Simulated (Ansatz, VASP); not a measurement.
## Two plane-wave programs on Mg3GeN

```
CELL_PARAMETERS angstrom
4.09802 0.00000 0.00000
0.00000 4.09802 0.00000
0.00000 0.00000 4.09802
ATOMIC_POSITIONS crystal
Mg 0.50000 0.00000 0.00000
Mg 0.00000 0.50000 0.00000
Mg 0.00000 0.00000 0.50000
Ge 0.50000 0.50000 0.50000
N 0.00000 0.00000 0.00000
```

Alike in both runs: task single point; functional PBE; k mesh 10 × 10 × 10; occupations gaussian, width 0.1 eV; no spin polarisation.

|  | VASP | Ansatz |
| --- | --- | --- |
| version | VASP 6.6.1 | Ansatz 0.2.0 |
| potentials or method | VASP PAW PBE potentials, release 64 (Mg, Ge_d, N), cutoff 520 eV | scalar-relativistic, plane waves, PAW |
| valence electrons in the cell | 25 | 49 |

```csv
,VASP,Ansatz,Ansatz less VASP
gap on the k mesh at the Fermi level (eV),none,none,-
pressure (GPa),12.8,13.0,+0.23
```

A gap of «none» marks a metal or a gap that the smearing closes. VASP's potentials hold 25 valence electrons a cell and Ansatz's 49, so a difference there can come from the potentials and not from the codes.
